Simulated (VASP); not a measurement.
# CsPbBr3 (P1) in VASP: a series of runs

CsPbBr3 is run at these levels: PBEsol; tasks: single point.

Program: VASP 6.6.1. These are calculated values, not measurements. Logs are shortened: lines on timing, memory, paths and dates and some standing lists are left out, and cuts for length are marked.

### 1 The cell of the first run

The typed cell holds 5 atoms: a = 5.657 Å, b = 5.657 Å, c = 5.657 Å, α = 90.00°, β = 90.00°, γ = 90.00°.

### 2 Single point, PBEsol

Input file INCAR:

```
SYSTEM = CsPbBr3
PREC = Accurate
ENCUT = 520
EDIFF = 1E-7
ISMEAR = 0
SIGMA = 0.1
LREAL = .False.
LASPH = .True.
NELM = 80
ALGO = Normal
ISIF = 2
LWAVE = .False.
LCHARG = .False.
GGA = PS
NBANDS = 30
```

Input file KPOINTS:

```
regular mesh
0
Gamma
  3 3 3
  0 0 0
```

Input file POSCAR:

```
CsPbBr3
1.0
    5.6570940000      0.0000000000      0.0000000000
    0.0000000000      5.6570940000      0.0000000000
    0.0000000000      0.0000000000      5.6570940000
Pb Cs Br
1 1 3
Direct
    0.5216528133      0.5245237219      0.4928259986
    0.0010551354     -0.0274570301      0.0175696214
    0.0231823972      0.4728010530      0.4736039387
    0.4362975054      0.0177861637      0.5115432058
    0.4826166933      0.4914896235      0.0042318547
```

Potentials or basis: VASP PAW PBE potentials, release 64 (Pb_d, Cs_sv, Br).

Command:

```
$ cat potpaw_PBE.64/Pb_d/POTCAR potpaw_PBE.64/Cs_sv/POTCAR potpaw_PBE.64/Br/POTCAR > POTCAR
$ mpirun -np 1 vasp_std > vasp.out
```

OUTCAR:

```text
SYSTEM = CsPbBr3
   PREC = Accurate
   ENCUT = 520
   EDIFF = 1E-7
   ISMEAR = 0
   LREAL = .False.
   LASPH = .True.
   NELM = 80
   ISIF = 2
   GGA = PS

 ion  position               nearest neighbor table
   1  0.522  0.525  0.493-   5 2.78   4 2.83   3 2.84   3 2.85   5 2.91   4 2.91
   2  0.001  0.973  0.018-
   3  0.023  0.473  0.474-   1 2.84   1 2.85
   4  0.436  0.018  0.512-   1 2.83   1 2.91
   5  0.483  0.491  0.004-   1 2.78   1 2.91

  LATTYP: Found a simple cubic cell.
 ALAT       =     5.6570940000

  Lattice vectors:

 A1 = (   5.6570940000,   0.0000000000,   0.0000000000)
 A2 = (   0.0000000000,   5.6570940000,   0.0000000000)
 A3 = (   0.0000000000,   0.0000000000,   5.6570940000)

Analysis of symmetry for initial positions (statically):
=====================================================================
 Subroutine PRICEL returns:
 Original cell was already a primitive cell.

 Routine SETGRP: Setting up the symmetry group for a
 simple cubic supercell.

 Subroutine GETGRP returns: Found  1 space group operations
 (whereof  1 operations were pure point group operations)
 out of a pool of 48 trial point group operations.

The static configuration has the point symmetry C_1 .

Analysis of symmetry for dynamics (positions and initial velocities):
=====================================================================
 Subroutine PRICEL returns:
 Original cell was already a primitive cell.

 Routine SETGRP: Setting up the symmetry group for a
 simple cubic supercell.

 Subroutine GETGRP returns: Found  1 space group operations
 (whereof  1 operations were pure point group operations)
 out of a pool of 48 trial point group operations.

The dynamic configuration has the point symmetry C_1 .

 Subroutine INISYM returns: Found  1 space group operations
 (whereof  1 operations are pure point group operations),
 and found     1 'primitive' translations

----------------------------------------------------------------------------------------

                                     Primitive cell

  volume of cell :     181.0424

  direct lattice vectors                    reciprocal lattice vectors
     5.657094000  0.000000000  0.000000000     0.176769203  0.000000000  0.000000000
     0.000000000  5.657094000  0.000000000     0.000000000  0.176769203  0.000000000
     0.000000000  0.000000000  5.657094000     0.000000000  0.000000000  0.176769203

  length of vectors
     5.657094000  5.657094000  5.657094000     0.176769203  0.176769203  0.176769203

  position of ions in fractional coordinates (direct lattice)
     0.521652813  0.524523722  0.492825999
     0.001055135  0.972542970  0.017569621
     0.023182397  0.472801053  0.473603939
     0.436297505  0.017786164  0.511543206
     0.482616693  0.491489624  0.004231855

  ion indices of the primitive-cell ions
   primitive index   ion index
                 1           1
                 2           2
                 3           3
                 4           4
                 5           5

----------------------------------------------------------------------------------------

 KPOINTS: regular mesh

Automatic generation of k-mesh.
 Grid dimensions read from file:
 generate k-points for:    3    3    3

 Generating k-lattice:

  Cartesian coordinates                     Fractional coordinates (reciprocal lattice)
     0.058923068  0.000000000  0.000000000     0.333333333  0.000000000  0.000000000
     0.000000000  0.058923068  0.000000000     0.000000000  0.333333333  0.000000000
     0.000000000  0.000000000  0.058923068     0.000000000  0.000000000  0.333333333

  Length of vectors
     0.058923068  0.058923068  0.058923068

  Shift w.r.t. Gamma in fractional coordinates (k-lattice)
     0.000000000  0.000000000  0.000000000

 Subroutine IBZKPT returns following result:
 ===========================================

 Found     14 irreducible k-points:

 Following reciprocal coordinates:
            Coordinates               Weight
  0.000000  0.000000  0.000000      1.000000
  0.333333  0.000000  0.000000      2.000000
  0.000000  0.333333  0.000000      2.000000
  0.000000  0.000000  0.333333      2.000000
  0.333333  0.333333  0.000000      2.000000
  0.000000  0.333333  0.333333      2.000000
  0.333333  0.000000  0.333333      2.000000
 -0.333333  0.333333  0.000000      2.000000
 -0.333333  0.000000  0.333333      2.000000
  0.000000 -0.333333  0.333333      2.000000
  0.333333  0.333333  0.333333      2.000000
 -0.333333  0.333333  0.333333      2.000000
 -0.333333 -0.333333  0.333333      2.000000
  0.333333 -0.333333  0.333333      2.000000
   k-points           NKPTS =     14   k-points in BZ     NKDIM =     14   number of bands    NBANDS=     30
   number of dos      NEDOS =    301   number of ions     NIONS =      5
   total plane-waves  NPLWV =  74088
   dimension x,y,z NGX =    42 NGY =   42 NGZ =   42
   dimension x,y,z NGXF=    84 NGYF=   84 NGZF=   84
   ions per type =               1   1   3
   NGX,Y,Z   is equivalent  to a cutoff of  12.34, 12.34, 12.34 a.u.
   NGXF,Y,Z  is equivalent  to a cutoff of  24.69, 24.69, 24.69 a.u.
 SYSTEM =  CsPbBr3
   PREC   = accura    normal or accurate (medium, high low for compatibility)
   ISTART =      0    job   : 0-new  1-cont  2-samecut
   ICHARG =      2    charge: 1-file 2-atom 10-const
   ISPIN  =      1    spin polarized calculation?
   LNONCOLLINEAR =      F non collinear calculations
   LSORBIT =      F    spin-orbit coupling
   LASPH  =      T    aspherical Exc in radial PAW
   ENCUT  =  520.0 eV  38.22 Ry    6.18 a.u.  10.52 10.52 10.52*2*pi/ulx,y,z
   NELM   =     80;   NELMIN=  2; NELMDL= -5     # of ELM steps
   EDIFF  = 0.1E-06   stopping-criterion for ELM
   LREAL  =      F    real-space projection
   EDIFFG = 0.1E-05   stopping-criterion for IOM
   NSW    =      0    number of steps for IOM
   IBRION =     -1    ionic relax: 0-MD 1-quasi-New 2-CG
   NFREE  =      0    steps in history (QN), initial steepest desc. (CG)
   ISIF   =      2    stress and relaxation
   ISYM   =      2    0-nonsym 1-usesym 2-fastsym
   POTIM  = 0.5000    time-step for ionic-motion
   TEBEG  =    0.0;   TEEND  =   0.0 temperature during run
   PSTRESS=    0.0 pullay stress
   NELECT =      44.0000    total number of electrons
   NUPDOWN=      -1.0000    fix difference up-down
   EMIN   =  10.00;   EMAX   =-10.00  energy-range for DOS
   EFERMI =   0.00;   METHOD = LEGACY
   ISMEAR =     0;   SIGMA  =   0.10  broadening in eV -4-tet -1-fermi 0-gaus
   EFERMI_NEDOS =   21; number of points for ismear=-14 and -15
   IALGO  =     38    algorithm
   IMIX   =      4    mixing-type and parameters
     AMIX     =   0.40;   BMIX     =  1.00
     AMIX_MAG =   1.60;   BMIX_MAG =  1.00
  volume/ion in A,a.u.               =      36.21       244.35
  Fermi-wavevector in a.u.,A,eV,Ry     =   1.021643  1.930625 14.201130  1.043754
  Thomas-Fermi vector in A             =   2.155278
   LORBIT       =      0    0 simple, 1 ext, 2 COOP (PROOUT), +10 PAW based schemes
   GGA     = PS    functional components
   LHFCALC =     F    Hartree Fock is set to
   AEXX    =    0.0000 exact exchange contribution
   IVDW    =     0    specifies the selected vdW correction
   LEPSILON=     F    determine dielectric tensor
   LRPA    =     F    only Hartree local field effects (RPA)
 non-spin polarized calculation
 Gauss-broadening in eV      SIGMA  =   0.10
  energy-cutoff  :      520.00
  volume of cell :      181.04
 maximum number of plane-waves:      4945
 NGX is ok and might be reduce to    42
   NGX = 21   NGY = 21   NGZ = 21

 number of electron      44.0000001 magnetization

 Free energy of the ion-electron system (eV)
  ---------------------------------------------------
  ext. energy  EPLUGINS =         0.00000000
  ---------------------------------------------------
  free energy    TOTEN  =       -16.68607083 eV

  energy without entropy =      -16.68607083  energy(sigma->0) =      -16.68607083

 E-fermi :   1.6277     XC(G=0):  -8.3064

 val. band max:        1.1474197416   @ k =  -0.3333   0.3333   0.3333
 cond. band min:       4.2012340595   @ k =  -0.3333   0.3333   0.3333
 fundamental gap:      3.0538143179
 Fermi energy:         1.6277488779

 k-point     1 :       0.0000    0.0000    0.0000
  band No.  band energies     occupation
      1     -19.4088      2.00000
      2     -14.8165      2.00000
      3     -14.7775      2.00000
      4     -14.5323      2.00000
      5     -14.5269      2.00000
      6     -14.5178      2.00000
[... 22 lines left out ...]
     29       8.2265      0.00000
     30       8.3886      0.00000

 k-point     2 :       0.3333    0.0000    0.0000
  band No.  band energies     occupation
      1     -19.4071      2.00000
      2     -14.8028      2.00000
      3     -14.7090      2.00000
      4     -14.5365      2.00000
      5     -14.5283      2.00000
      6     -14.5187      2.00000
[... 22 lines left out ...]
     29       7.2777      0.00000
     30       8.2766      0.00000

 k-point     3 :       0.0000    0.3333    0.0000
  band No.  band energies     occupation
      1     -19.4070      2.00000
      2     -14.8135      2.00000
      3     -14.7164      2.00000
      4     -14.5414      2.00000
      5     -14.5278      2.00000
      6     -14.5182      2.00000
[... 22 lines left out ...]
     29       7.5167      0.00000
     30       8.2398      0.00000

 k-point     4 :       0.0000    0.0000    0.3333
  band No.  band energies     occupation
      1     -19.4069      2.00000
      2     -14.7811      2.00000
      3     -14.7288      2.00000
      4     -14.5336      2.00000
      5     -14.5301      2.00000
      6     -14.5193      2.00000
[... 286 lines left out ...]
     29       7.8322      0.00000
     30       8.1170      0.00000

 k-point    13 :      -0.3333   -0.3333    0.3333
  band No.  band energies     occupation
      1     -19.4040      2.00000
      2     -14.6822      2.00000
      3     -14.6561      2.00000
      4     -14.5469      2.00000
      5     -14.5322      2.00000
      6     -14.5208      2.00000
[... 22 lines left out ...]
     29       7.8479      0.00000
     30       8.1280      0.00000

 k-point    14 :       0.3333   -0.3333    0.3333
  band No.  band energies     occupation
      1     -19.4040      2.00000
      2     -14.6799      2.00000
      3     -14.6617      2.00000
      4     -14.5424      2.00000
      5     -14.5333      2.00000
      6     -14.5208      2.00000
[... 22 lines left out ...]
     29       7.7432      0.00000
     30       8.1676      0.00000

------------------------ aborting loop because EDIFF is reached ----------------------------------------

  FORCE on cell =-STRESS in cart. coord.  units (eV):
  Direction    XX          YY          ZZ          XY          YZ          ZX
  --------------------------------------------------------------------------------------
  -------------------------------------------------------------------------------------
  Total        3.0770558      2.6159824      3.1308110     -0.2906117     -0.0152169     -0.0042210
  in kB       27.2311367     23.1507584     27.7068563     -2.5718369     -0.1346654     -0.0373547
  external PRESSURE =      26.0295838 kB  Pullay stress =       0.0000000 kB

 VOLUME and BASIS-vectors are now :
 -----------------------------------------------------------------------------
  energy-cutoff  :      520.00
  volume of cell :      181.04
      direct lattice vectors                 reciprocal lattice vectors
     5.657094000  0.000000000  0.000000000     0.176769203  0.000000000  0.000000000
     0.000000000  5.657094000  0.000000000     0.000000000  0.176769203  0.000000000
     0.000000000  0.000000000  5.657094000     0.000000000  0.000000000  0.176769203

 POSITION                                       TOTAL-FORCE (eV/Angst)
 -----------------------------------------------------------------------------------
      2.95104      2.96728      2.78796         0.012606     -0.178117      0.325667
      0.00597      5.50177      0.09939         0.006757      0.060189     -0.042075
      0.13115      2.67468      2.67922        -0.358798      0.155223      0.061506
      2.46818      0.10062      2.89385         0.221702     -0.098104      0.011268
      2.73021      2.78040      0.02394         0.117733      0.060809     -0.356366
 -----------------------------------------------------------------------------------
    total drift:                                0.000388      0.000105     -0.000394

  FREE ENERGIE OF THE ION-ELECTRON SYSTEM (eV)
  ---------------------------------------------------
  free  energy   TOTEN  =       -16.6860708330 eV

  energy  without entropy=      -16.6860708330  energy(sigma->0) =      -16.68607083
```

It took 3 min on 1 thread of Intel Xeon 8259CL, shared host; peak memory 0.3 GiB.

Results:

```yaml
Free_energy: -16.6861 eV
Pressure: 2.6 GPa
Largest_force: 0.396 eV/Å
Band_gap_on_the_k_mesh: 3.05 eV
```

Forces in eV/Å, atoms in the order of the input:
```
Pb   0.013 -0.178  0.326
Cs   0.007  0.060 -0.042
Br  -0.359  0.155  0.062
Br   0.222 -0.098  0.011
Br   0.118  0.061 -0.356
```

Stress tensor (GPa, compression positive):
```
 2.72 -0.26  0.00
-0.26  2.32 -0.01
 0.00 -0.01  2.77
```

Caveat: the PAW data sets were made with another functional, which shifts forces and pressure a little; spin-orbit coupling is left out, which moves the levels of the heavy elements. A k mesh can miss the band edges.

### 3 Single point, PBEsol

Input file INCAR:

```
SYSTEM = CsPbBr3
ALGO = Normal
EDIFF = 1E-6
ENCUT = 520
GGA = PS
ISIF = 2
ISMEAR = 0
LASPH = .True.
LCHARG = .False.
LREAL = .False.
LWAVE = .False.
NBANDS = 30
NELM = 100
PREC = Accurate
SIGMA = 0.1
```

Input file KPOINTS:

```
k-points
0
Gamma
  3 3 3
  0 0 0
```

Input file POSCAR:

```
CsPbBr3
1.0
    5.6570940000      0.0000000000      0.0000000000
    0.0000000000      5.6570940000      0.0000000000
    0.0000000000      0.0000000000      5.6570940000
Pb Cs Br
1 1 3
Direct
    0.5332004382      0.5333229393      0.4960705974
    0.0018357482     -0.0391877879      0.0250517315
    0.0168432768      0.4657940985      0.4635972109
    0.4147907035      0.0230399212      0.5176811628
    0.4792200731      0.4899375899     -0.0127577869
```

Potentials or basis: VASP PAW PBE potentials, release 64 (Pb_d, Cs_sv, Br).

Command:

```
$ cat potpaw_PBE.64/Pb_d/POTCAR potpaw_PBE.64/Cs_sv/POTCAR potpaw_PBE.64/Br/POTCAR > POTCAR
$ mpirun -np 1 vasp_std > vasp.out
```

Wall time 2.5 min (1 thread of Intel Xeon 8259CL, shared host); peak memory 0.3 GiB.

It converged, with:

* Free energy: -16.6172 eV
* Pressure: 2.5 GPa
* Largest force: 0.564 eV/Å
* Band gap on the k mesh: 2.76 eV

Forces in eV/Å, atoms in the order of the input:
```
Pb  -0.484 -0.230 -0.174
Cs   0.001  0.087 -0.073
Br   0.061  0.194  0.031
Br   0.303 -0.130 -0.016
Br   0.120  0.078  0.232
```

Stress tensor (GPa, compression positive):
```
 2.87 -0.48 -0.01
-0.48  2.00 -0.07
-0.01 -0.07  2.70
```

Levels at points of the mesh, in eV from the valence-band top:
| k point | band 18 | band 19 | band 20 | band 21 | band 22 | band 23 | band 24 | band 25 | band 26 | band 27 |
| --- | --- | --- | --- | --- | --- | --- | --- | --- | --- | --- |
| (0.00, 0.00, 0.00) | -1.64 | -1.57 | -1.51 | -1.41 | -1.28 | 3.53 | 4.43 | 4.55 | 4.65 | 4.98 |

Caveat: the PAW data sets were made with another functional, which shifts forces and pressure a little; spin-orbit coupling is left out, which moves the levels of the heavy elements.
